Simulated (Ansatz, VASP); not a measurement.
Two plane-wave programs on InGaAs2

```xyz
4
Lattice="4.2250 0.0000 0.0000 0.0000 4.2250 0.0000 0.0000 0.0000 5.9621" Properties=species:S:1:pos:R:3 pbc="T T T"
In    0.0000    0.0000    2.9811
Ga    2.1125    2.1125    0.0000
As    2.1125    0.0000    4.5818
As    0.0000    2.1125    1.3804
```

Alike in both runs: task single point; functional PBEsol; k mesh 12 × 12 × 8; occupations gaussian, width 0.15 eV; no spin polarisation.

```csv
,VASP,Ansatz
version,VASP 6.6.1,Ansatz 0.2.0
potentials or method,"VASP PAW PBE potentials, release 64 (In_d, Ga_d, As), cutoff 520 eV","scalar-relativistic, plane waves, PAW"
valence electrons in the cell,36,56
```

```csv
,VASP,Ansatz,Ansatz less VASP
gap on the k mesh at the Fermi level (eV),none,none,-
pressure (GPa),-2.6,-2.7,-0.10
"traceless stress, the component that is largest in VASP (GPa)",0.27,0.27,0.000
rms of the force components (eV/Å),0.014,0.015,+0.0002
```

VASP's potentials were made for PBE, not for PBEsol. Atom by atom the forces differ by 0.000 eV/Å (rms over components). A gap of «none» marks a metal or a gap that the smearing closes. VASP's potentials hold 36 valence electrons a cell and Ansatz's 56, so a difference there can come from the potentials and not from the codes.
